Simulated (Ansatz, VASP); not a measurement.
# CsH in VASP and in Ansatz

```
CELL_PARAMETERS angstrom
0.00000 3.18800 3.18800
3.18800 0.00000 3.18800
3.18800 3.18800 0.00000
ATOMIC_POSITIONS crystal
Cs 0.02941 0.02941 0.97059
H 0.50000 0.50000 0.50000
```

Change from the starting cell: all Cs atoms moved +0.188 Å, as atom 1 along Cartesian [0 0 1].

Alike in both runs: task single point; functional r2SCAN; k mesh 6 × 6 × 6; occupations gaussian, width 0.05 eV; no spin polarisation.

|  | VASP | Ansatz |
| --- | --- | --- |
| version | VASP 6.6.1 | Ansatz 0.2.0 |
| potentials or method | VASP PAW PBE potentials, release 64 (Cs_sv, H), cutoff 520 eV | scalar-relativistic, plane waves, PAW |
| valence electrons in the cell | 10 | 10 |

```tsv
	VASP	Ansatz	Ansatz less VASP
gap on the k mesh at the Fermi level (eV)	2.69	2.71	+0.017
least direct gap on the mesh (eV)	2.69	2.71	+0.017
pressure (GPa)	0.1	0.1	-0.03
traceless stress, the component that is largest in VASP (GPa)	0.25	0.25	-0.005
rms of the force components (eV/Å)	0.071	0.070	-0.0010
```

VASP's potentials were made for PBE, not for r2SCAN. Atom by atom the forces differ by 0.001 eV/Å (rms over components). The functional is the same, so the differences come from potentials, cutoffs and numerics.

Neither program's run includes spin-orbit coupling.
